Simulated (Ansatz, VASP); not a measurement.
Two plane-wave programs on Al

```xyz
1
Lattice="0.0000 2.0071 2.0071 2.0071 0.0000 2.0071 2.0071 2.0071 0.0000" Properties=species:S:1:pos:R:3 pbc="T T T"
Al    0.0000    0.0000    0.0000
```

Alike in both runs: functional PBEsol; k mesh 34 × 34 × 34; occupations gaussian, width 0.1 eV; no spin polarisation.

Ansatz relaxed the structure, and its values are those at the end. VASP's run is a single point on that final structure, the one shown.

```csv
,VASP,Ansatz
version,VASP 6.6.1,Ansatz 0.2.0
potentials or method,"VASP PAW PBE potentials, release 64 (Al)","scalar-relativistic, plane waves, PAW"
plane-wave cutoff (eV),520,420
valence electrons in the cell,3,3
```

Ansatz gave:

```
gap on the k mesh at the Fermi level (eV) : none
pressure (GPa)                            : 0.0
```

**Question.** Which values does VASP return?

**Answer.** gap on the k mesh at the Fermi level (eV): none; pressure (GPa): 0.1.

VASP's potentials were made for PBE, not for PBEsol. A gap of «none» marks a metal or a gap that the smearing closes.
